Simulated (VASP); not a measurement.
Input of a VASP 6.6.1 run:

The input INCAR:

```
  PREC = Accurate
  ENCUT = 520
  EDIFF = 1E-6
  ISMEAR = 0
  SIGMA = 0.02
  LREAL = False
  LASPH = True
  NELM = 60
  ALGO = Normal
  ISIF = 2
  LWAVE = False
  LCHARG = False
  GGA = PE
  NBANDS = 17
```

File KPOINTS:

```
regular mesh
0
Gamma
  8 8 8
```

The input POSCAR:

```
SnSe
1.0
    0.0000000000      3.0100000000      3.0100000000
    3.0100000000      0.0000000000      3.0100000000
    3.0100000000      3.0100000000      0.0000000000
Sn Se
1 1
Direct
    0.0000000000      0.0000000000      0.0000000000
    0.5000000000      0.5000000000      0.5000000000
```

Potentials or basis: VASP PAW PBE potentials, release 64 (Sn_d, Se).

Command:

```bash
$ cat potpaw_PBE.64/Sn_d/POTCAR potpaw_PBE.64/Se/POTCAR > POTCAR
$ mpirun -np 1 vasp_std > vasp.out
```

(1) Estimate the band gap on the k mesh.

(2) Estimate the pressure.

## Answers

(1) 0.58 eV, direct.

(2) 0.9 GPa.

Caveat: spin-orbit coupling is left out, which moves the levels of the heavy elements.
